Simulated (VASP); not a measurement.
# Rb32Cl33 (a cell with a defect) in VASP: single point with PBEsol

Aim: the single point of Rb32Cl33 (a cell with a defect) with PBEsol.

All numbers are computed with VASP 6.6.1; they aren't measurements. Logs are shortened: lines on timing, memory, paths and dates and some standing lists are left out, and cuts for length are marked.

## (1) The cell of the first run

The cell holds a defect, 65 atoms: a = 13.093 Å, b = 13.093 Å, c = 13.093 Å, α = 90.00°, β = 90.00°, γ = 90.00°.

## (2) Single point, PBEsol

Input file INCAR:

```
  PREC = Accurate
  ENCUT = 400
  EDIFF = 1E-6
  ISMEAR = -1
  SIGMA = 0.05
  LREAL = Auto
  LASPH = T
  NELM = 120
  ALGO = Normal
  ISIF = 2
  LWAVE = F
  LCHARG = F
  GGA = PS
  NBANDS = 298
  NELECT = 518.0
  ISYM = -1
  GGA_COMPAT = F
```

Input file KPOINTS:

```
explicit points
1
Reciprocal
  0.25000000   0.25000000   0.25000000 1
```

Input file POSCAR:

```
Rb32Cl33
1.0
   13.0932160000      0.0000000000      0.0000000000
    0.0000000000     13.0932160000      0.0000000000
    0.0000000000      0.0000000000     13.0932160000
Cl Rb
33 32
Direct
    0.2472560000      0.0009580000      0.0000510000
    0.2454420000      0.0134240000      0.5000470000
    0.2520390000      0.5021520000      0.0000530000
    0.2508330000      0.5009560000      0.5000560000
    0.7466590000      0.9967590000      0.0000370000
    0.7424390000      0.9925590000      0.5000400000
    0.7508310000      0.4973430000      0.0000420000
    0.7633490000      0.4955520000      0.5000430000
    0.9995550000      0.2496620000      0.0000510000
    0.0033760000      0.2534770000      0.5000430000
    0.9952820000      0.7490900000      0.0000470000
    0.9827880000      0.7504800000      0.5000410000
    0.4989830000      0.2453960000      0.0000470000
    0.5003870000      0.2328670000      0.5000440000
    0.4941090000      0.7442230000      0.0000490000
    0.4957720000      0.7458440000      0.5000800000
    0.9970440000      0.9990550000      0.2520270000
    0.9970400000      0.9990540000      0.7480650000
    0.0043580000      0.5003630000      0.2517760000
    0.0043500000      0.5003670000      0.7483370000
    0.4957280000      0.9918440000      0.2516870000
    0.4957330000      0.9918310000      0.7483840000
    0.5022390000      0.4939620000      0.2557090000
    0.5022340000      0.4939330000      0.7443660000
    0.2502640000      0.2544580000      0.2517770000
    0.2502500000      0.2544580000      0.7483360000
    0.2438670000      0.7523380000      0.2557140000
    0.2438430000      0.7523420000      0.7443740000
    0.7489400000      0.2471650000      0.2520240000
    0.7489310000      0.2471590000      0.7480680000
    0.7417370000      0.7458470000      0.2516880000
    0.7417310000      0.7458380000      0.7483940000
    0.3733360000      0.6234300000      0.5001070000
    0.9964500000      0.9998810000      0.0000420000
    0.9902130000      0.0056880000      0.5000460000
    0.0005160000      0.4989590000      0.0000560000
    0.9983390000      0.5009990000      0.5000600000
    0.4973590000      0.9957370000      0.0000320000
    0.4948680000      0.9978240000      0.5000360000
    0.5022900000      0.4938980000      0.0000390000
    0.5355890000      0.4605930000      0.5000240000
    0.2488510000      0.2506360000      0.0000550000
    0.2508920000      0.2484330000      0.5000580000
    0.2437830000      0.7524100000      0.0000450000
    0.2104900000      0.7856660000      0.5000270000
    0.7497800000      0.2465400000      0.0000430000
    0.7555870000      0.2403290000      0.5000510000
    0.7456280000      0.7474540000      0.0000360000
    0.7477460000      0.7449810000      0.5000460000
    0.2464240000      0.0039100000      0.2472680000
    0.2464280000      0.0039130000      0.7528310000
    0.2525780000      0.5026870000      0.2420740000
    0.2525690000      0.5026780000      0.7580250000
    0.7462370000      0.9963480000      0.2489510000
    0.7462330000      0.9963420000      0.7511280000
    0.7538190000      0.4965560000      0.2472670000
    0.7538100000      0.4965490000      0.7528230000
    0.9997460000      0.2498490000      0.2488570000
    0.9997340000      0.2498500000      0.7512350000
    0.9921910000      0.7496560000      0.2472280000
    0.9921750000      0.7496600000      0.7528640000
    0.4995460000      0.2422860000      0.2472230000
    0.4995380000      0.2422700000      0.7528720000
    0.4935690000      0.7436700000      0.2420760000
    0.4935560000      0.7436510000      0.7580350000
```

Potentials or basis: VASP PAW PBE potentials, release 64 (Cl, Rb_sv).

The run is started by

```
> cat potpaw_PBE.64/Cl/POTCAR potpaw_PBE.64/Rb_sv/POTCAR > POTCAR
> mpirun -np 1 vasp_std > vasp.out
```

OUTCAR:

```text
PREC = Accurate
   ENCUT = 400
   EDIFF = 1E-6
   ISMEAR = -1
   LREAL = Auto
   LASPH = T
   NELM = 120
   ISIF = 2
   GGA = PS
   NELECT = 518.0
   ISYM = -1

 ion  position               nearest neighbor table
   1  0.247  0.001  0.000-  50 3.24  51 3.24  44 3.25  42 3.27  38 3.28  34 3.28
   2  0.245  0.013  0.500-  45 3.02  43 3.08  39 3.27  50 3.31  51 3.31  35 3.34
   3  0.252  0.502  0.000-  52 3.17  53 3.17  40 3.28  44 3.28  42 3.29  36 3.29
   4  0.251  0.501  0.500-  33 2.27  37 3.31  43 3.31  53 3.38  52 3.38  45 3.77  41 3.77
   5  0.747  0.997  0.000-  55 3.26  54 3.26  38 3.26  48 3.26  46 3.27  34 3.27
   6  0.742  0.993  0.500-  39 3.24  49 3.24  47 3.25  35 3.25  55 3.29  54 3.29
   7  0.751  0.497  0.000-  57 3.24  56 3.24  40 3.25  36 3.27  48 3.28  46 3.28
   8  0.763  0.496  0.500-  41 3.02  37 3.08  49 3.27  56 3.31  57 3.31  47 3.34
   9  1.000  0.250  0.000-  58 3.26  59 3.26  42 3.26  36 3.26  46 3.27  34 3.27
  10  0.003  0.253  0.500-  43 3.24  37 3.24  47 3.25  35 3.25  58 3.29  59 3.29
  11  0.995  0.749  0.000-  60 3.24  61 3.24  44 3.25  48 3.27  36 3.28  34 3.28
  12  0.983  0.750  0.500-  45 3.02  49 3.08  37 3.27  60 3.31  61 3.31  35 3.34
  13  0.499  0.245  0.000-  63 3.24  62 3.24  40 3.25  38 3.27  42 3.28  46 3.28
  14  0.500  0.233  0.500-  41 3.02  39 3.08  43 3.27  62 3.31  63 3.31  47 3.34
  15  0.494  0.744  0.000-  65 3.17  64 3.17  40 3.28  44 3.28  38 3.29  48 3.29
  16  0.496  0.746  0.500-  33 2.27  49 3.30  39 3.30  65 3.38  64 3.38  41 3.77  45 3.77
  17  0.997  0.999  0.252-  35 3.25  50 3.27  60 3.27  58 3.28  54 3.28  34 3.30
  18  0.997  0.999  0.748-  35 3.25  51 3.27  61 3.27  59 3.28  55 3.28  34 3.30
  19  0.004  0.500  0.252-  37 3.25  52 3.25  60 3.27  58 3.28  56 3.28  36 3.30
  20  0.004  0.500  0.748-  37 3.25  53 3.25  61 3.27  59 3.28  57 3.28  36 3.30
  21  0.496  0.992  0.252-  64 3.25  39 3.25  50 3.27  62 3.28  54 3.28  38 3.30
  22  0.496  0.992  0.748-  65 3.25  39 3.25  51 3.27  63 3.28  55 3.28  38 3.30
[... 8 lines left out ...]
  31  0.742  0.746  0.252-  64 3.25  49 3.25  56 3.27  60 3.28  54 3.28  48 3.30
  32  0.742  0.746  0.748-  65 3.25  49 3.25  57 3.27  61 3.28  55 3.28  48 3.30
  33  0.373  0.623  0.500-  16 2.27   4 2.27  45 3.01  41 3.01  65 4.04  64 4.05  53 4.05  52 4.05
[... 48 lines left out ...]
                            59 4.56  36 4.57  46 4.60  37 4.61  48 4.61  40 4.62  49 4.64  65 4.70
  58  1.000  0.250  0.249-   9 3.26  19 3.28  25 3.28  17 3.28  29 3.28  10 3.29  50 4.56  56 4.56
                            35 4.59  47 4.59  42 4.61  36 4.61  46 4.62  34 4.62  43 4.65  37 4.65
  59  1.000  0.250  0.751-   9 3.26  26 3.28  20 3.28  18 3.28  30 3.28  10 3.29  57 4.56  51 4.56
                            47 4.59  35 4.59  36 4.61  42 4.61  46 4.62  34 4.62  37 4.65  43 4.65
  60  0.992  0.750  0.247-  11 3.24  17 3.27  19 3.27  31 3.28  27 3.30  12 3.31  45 4.40  56 4.55
                            54 4.56  48 4.57  49 4.60  34 4.61  36 4.61  44 4.62  37 4.64  52 4.70
  61  0.992  0.750  0.753-  11 3.24  18 3.27  20 3.27  32 3.28  28 3.30  12 3.31  45 4.40  57 4.55
                            55 4.56  48 4.57  49 4.60  34 4.61  36 4.61  44 4.62  37 4.64  53 4.70
  62  0.500  0.242  0.247-  13 3.24  29 3.27  25 3.27  21 3.28  23 3.30  14 3.31  41 4.40  50 4.55
                            54 4.56  38 4.57  39 4.60  46 4.61  42 4.61  40 4.62  43 4.64  52 4.70
  63  0.500  0.242  0.753-  13 3.24  30 3.27  26 3.27  22 3.28  24 3.30  14 3.31  41 4.40  51 4.55
                            55 4.56  38 4.57  39 4.61  46 4.61  42 4.61  40 4.62  43 4.64  53 4.70
  64  0.494  0.744  0.242-  15 3.17  31 3.25  21 3.25  27 3.28  23 3.28  16 3.38  33 4.05  52 4.46
                            40 4.56  44 4.56  48 4.58  38 4.58  54 4.68  56 4.70  50 4.70  39 4.74
  65  0.494  0.744  0.758-  15 3.17  32 3.25  22 3.25  28 3.28  24 3.28  16 3.38  33 4.04  53 4.46
                            40 4.55  44 4.56  48 4.58  38 4.58  55 4.68  57 4.70  51 4.70  39 4.74

IMPORTANT INFORMATION: All symmetrisations will be switched off!
NOSYMM: (Re-)initialisation of all symmetry stuff for point group C_1.

----------------------------------------------------------------------------------------

                                     Primitive cell

  volume of cell :    2244.6002

  direct lattice vectors                    reciprocal lattice vectors
    13.093216000  0.000000000  0.000000000     0.076375430  0.000000000  0.000000000
     0.000000000 13.093216000  0.000000000     0.000000000  0.076375430  0.000000000
     0.000000000  0.000000000 13.093216000     0.000000000  0.000000000  0.076375430

  length of vectors
    13.093216000 13.093216000 13.093216000     0.076375430  0.076375430  0.076375430

  position of ions in fractional coordinates (direct lattice)
     0.247256000  0.000958000  0.000051000
     0.245442000  0.013424000  0.500047000
     0.252039000  0.502152000  0.000053000
     0.250833000  0.500956000  0.500056000
     0.746659000  0.996759000  0.000037000
     0.742439000  0.992559000  0.500040000
[... 57 lines left out ...]
     0.493569000  0.743670000  0.242076000
     0.493556000  0.743651000  0.758035000

  ion indices of the primitive-cell ions
   primitive index   ion index
                 1           1
                 2           2
                 3           3
                 4           4
                 5           5
                 6           6
[... 57 lines left out ...]
                64          64
                65          65

----------------------------------------------------------------------------------------

 KPOINTS: explicit points

Read explicit list of k-points.

 Found      1 k-points:

 Following reciprocal coordinates:
            Coordinates               Weight
  0.250000  0.250000  0.250000      1.000000
   k-points           NKPTS =      1   k-points in BZ     NKDIM =      1   number of bands    NBANDS=    298
   number of dos      NEDOS =    301   number of ions     NIONS =     65
   total plane-waves  NPLWV = 729000
   dimension x,y,z NGX =    90 NGY =   90 NGZ =   90
   dimension x,y,z NGXF=   180 NGYF=  180 NGZF=  180
   ions per type =              33  32
   NGX,Y,Z   is equivalent  to a cutoff of  11.43, 11.43, 11.43 a.u.
   NGXF,Y,Z  is equivalent  to a cutoff of  22.85, 22.85, 22.85 a.u.
 SYSTEM =  unknown system
   PREC   = accura    normal or accurate (medium, high low for compatibility)
   ISTART =      0    job   : 0-new  1-cont  2-samecut
   ICHARG =      2    charge: 1-file 2-atom 10-const
   ISPIN  =      1    spin polarized calculation?
   LNONCOLLINEAR =      F non collinear calculations
   LSORBIT =      F    spin-orbit coupling
   LASPH  =      T    aspherical Exc in radial PAW
   ENCUT  =  400.0 eV  29.40 Ry    5.42 a.u.  21.35 21.35 21.35*2*pi/ulx,y,z
   NELM   =    120;   NELMIN=  2; NELMDL= -5     # of ELM steps
   EDIFF  = 0.1E-05   stopping-criterion for ELM
   LREAL  =      T    real-space projection
   EDIFFG = 0.1E-04   stopping-criterion for IOM
   NSW    =      0    number of steps for IOM
   IBRION =     -1    ionic relax: 0-MD 1-quasi-New 2-CG
   NFREE  =      0    steps in history (QN), initial steepest desc. (CG)
   ISIF   =      2    stress and relaxation
   ISYM   =     -1    0-nonsym 1-usesym 2-fastsym
   POTIM  = 0.5000    time-step for ionic-motion
   TEBEG  =    0.0;   TEEND  =   0.0 temperature during run
   PSTRESS=    0.0 pullay stress
   NELECT =     518.0000    total number of electrons
   NUPDOWN=      -1.0000    fix difference up-down
   EMIN   =  10.00;   EMAX   =-10.00  energy-range for DOS
   EFERMI =   0.00;   METHOD = LEGACY
   ISMEAR =    -1;   SIGMA  =   0.05  broadening in eV -4-tet -1-fermi 0-gaus
   EFERMI_NEDOS =   21; number of points for ismear=-14 and -15
   IALGO  =     38    algorithm
   IMIX   =      4    mixing-type and parameters
     AMIX     =   0.40;   BMIX     =  1.00
     AMIX_MAG =   1.60;   BMIX_MAG =  1.00
  volume/ion in A,a.u.               =      34.53       233.04
  Fermi-wavevector in a.u.,A,eV,Ry     =   1.004165  1.897597 13.719399  1.008347
  Thomas-Fermi vector in A             =   2.136763
   LORBIT       =      0    0 simple, 1 ext, 2 COOP (PROOUT), +10 PAW based schemes
   GGA     = PS    functional components
   LHFCALC =     F    Hartree Fock is set to
   AEXX    =    0.0000 exact exchange contribution
   IVDW    =     0    specifies the selected vdW correction
   LEPSILON=     F    determine dielectric tensor
   LRPA    =     F    only Hartree local field effects (RPA)
 non-spin polarized calculation
  energy-cutoff  :      400.00
  volume of cell :     2244.60
 maximum number of plane-waves:     40759
 NGX is ok and might be reduce to    90
   NGX = 43   NGY = 43   NGZ = 43

 number of electron     518.0000011 magnetization

 Free energy of the ion-electron system (eV)
  ---------------------------------------------------
  ext. energy  EPLUGINS =         0.00000000
  ---------------------------------------------------
  free energy    TOTEN  =      -221.20227750 eV

  energy without entropy =     -221.20227749  energy(sigma->0) =     -221.20227749

 E-fermi :  -0.6914     XC(G=0):  -7.6293

 val. band max:       -1.7806434170   @ k =   0.2500   0.2500   0.2500
 cond. band min:       0.3113180840   @ k =   0.2500   0.2500   0.2500
 fundamental gap:      2.0919615010
 Fermi energy:        -0.6914331605

 k-point     1 :       0.2500    0.2500    0.2500
  band No.  band energies     occupation
      1     -25.8367      2.00000
      2     -25.8355      2.00000
      3     -25.6774      2.00000
      4     -25.6741      2.00000
      5     -25.6738      2.00000
      6     -25.6702      2.00000
[... 263 lines left out ...]
    270       4.8566      0.00000
    271       4.8911      0.00000
 [bands above 271 left out]

------------------------ aborting loop because EDIFF is reached ----------------------------------------

  FORCE on cell =-STRESS in cart. coord.  units (eV):
  Direction    XX          YY          ZZ          XY          YZ          ZX
  --------------------------------------------------------------------------------------
  -------------------------------------------------------------------------------------
  Total        0.7454849      0.7423061     -3.2152514     -1.3345424     -0.0090878     -0.0091094
  in kB        0.5321210      0.5298521     -2.2950203     -0.9525855     -0.0064868     -0.0065023
  external PRESSURE =      -0.4110157 kB  Pullay stress =       0.0000000 kB

 VOLUME and BASIS-vectors are now :
 -----------------------------------------------------------------------------
  energy-cutoff  :      400.00
  volume of cell :     2244.60
      direct lattice vectors                 reciprocal lattice vectors
    13.093216000  0.000000000  0.000000000     0.076375430  0.000000000  0.000000000
     0.000000000 13.093216000  0.000000000     0.000000000  0.076375430  0.000000000
     0.000000000  0.000000000 13.093216000     0.000000000  0.000000000  0.076375430

 POSITION                                       TOTAL-FORCE (eV/Angst)
 -----------------------------------------------------------------------------------
      3.23738      0.01254      0.00067         0.000194     -0.000699     -0.000111
      3.21363      0.17576      6.54722         0.001365      0.003937      0.000014
      3.30000      6.57478      0.00069        -0.000767     -0.000722     -0.000167
      3.28421      6.55913      6.54734         0.008748      0.008487      0.000616
      9.77617     13.05078      0.00048        -0.001983     -0.001887      0.000024
      9.72091     12.99579      6.54713        -0.002791     -0.003256     -0.000021
[... 57 lines left out ...]
      6.46241      9.73703      3.16955        -0.001975     -0.001916      0.009951
      6.46224      9.73678      9.92512        -0.002067     -0.001882     -0.010213
 -----------------------------------------------------------------------------------
    total drift:                               -0.002276     -0.002255     -0.000280

  FREE ENERGIE OF THE ION-ELECTRON SYSTEM (eV)
  ---------------------------------------------------
  free  energy   TOTEN  =      -221.2022774969 eV

  energy  without entropy=     -221.2022774881  energy(sigma->0) =     -221.20227749
```

Wall time 13 min (1 thread of AMD EPYC 9R45 (Zen 5), shared host); peak memory 1.4 GiB.

Results:

* Free energy: -221.2023 eV
* Largest force: 0.013 eV/Å

Forces in eV/Å, atoms in the order of the input:
```
Cl   0.000 -0.001  0.000
Cl   0.001  0.004  0.000
Cl  -0.001 -0.001  0.000
Cl   0.009  0.008  0.001
Cl  -0.002 -0.002  0.000
Cl  -0.003 -0.003  0.000
Cl   0.000  0.001  0.000
Cl   0.004  0.002  0.000
Cl   0.001  0.001  0.000
Cl   0.003  0.003  0.000
Cl   0.001 -0.001  0.000
Cl  -0.006 -0.001  0.000
Cl  -0.002  0.000  0.000
Cl  -0.002 -0.004  0.000
Cl   0.000  0.000  0.000
Cl  -0.010 -0.009  0.000
Cl   0.001 -0.001 -0.004
Cl   0.001  0.000  0.004
Cl   0.000  0.001 -0.004
Cl   0.000  0.001  0.004
Cl  -0.001  0.000 -0.002
Cl  -0.001  0.000  0.002
Cl   0.000  0.000 -0.005
Cl   0.000  0.000  0.005
Cl   0.001  0.000 -0.004
Cl   0.001  0.000  0.004
Cl   0.000  0.000 -0.005
Cl   0.000  0.000  0.005
Cl   0.000  0.001 -0.004
Cl   0.000  0.001  0.004
Cl   0.000 -0.001 -0.002
Cl   0.000 -0.001  0.002
Cl  -0.002 -0.002 -0.001
Rb  -0.001  0.000  0.000
Rb   0.000  0.001  0.000
Rb  -0.004 -0.001  0.000
Rb   0.005  0.000  0.000
Rb   0.000  0.004  0.000
Rb   0.002  0.000  0.000
Rb   0.003 -0.002  0.000
Rb  -0.004  0.001  0.000
Rb  -0.001 -0.004  0.000
Rb   0.000  0.005  0.000
Rb  -0.001  0.003  0.000
Rb   0.002 -0.004  0.000
Rb  -0.001 -0.001  0.000
Rb   0.001  0.000  0.000
Rb   0.004  0.000  0.000
Rb   0.000  0.002  0.000
Rb  -0.002  0.001  0.002
Rb  -0.002  0.000 -0.002
Rb   0.001  0.001  0.011
Rb   0.001  0.001 -0.011
Rb   0.002  0.002  0.003
Rb   0.002  0.002 -0.003
Rb   0.000 -0.002  0.002
Rb   0.000 -0.002 -0.002
Rb  -0.002 -0.002  0.006
Rb  -0.002 -0.002 -0.006
Rb   0.001  0.002  0.003
Rb   0.001  0.002 -0.003
Rb   0.002  0.001  0.003
Rb   0.002  0.001 -0.003
Rb  -0.002 -0.002  0.010
Rb  -0.002 -0.002 -0.010
```

Caveat: the cell carries a net charge on a neutralising background, which shifts energy and pressure; the cell is charged against a uniform background, so pressure and absolute levels hang on convention; the PAW data sets were made with another functional, which shifts forces and pressure a little.
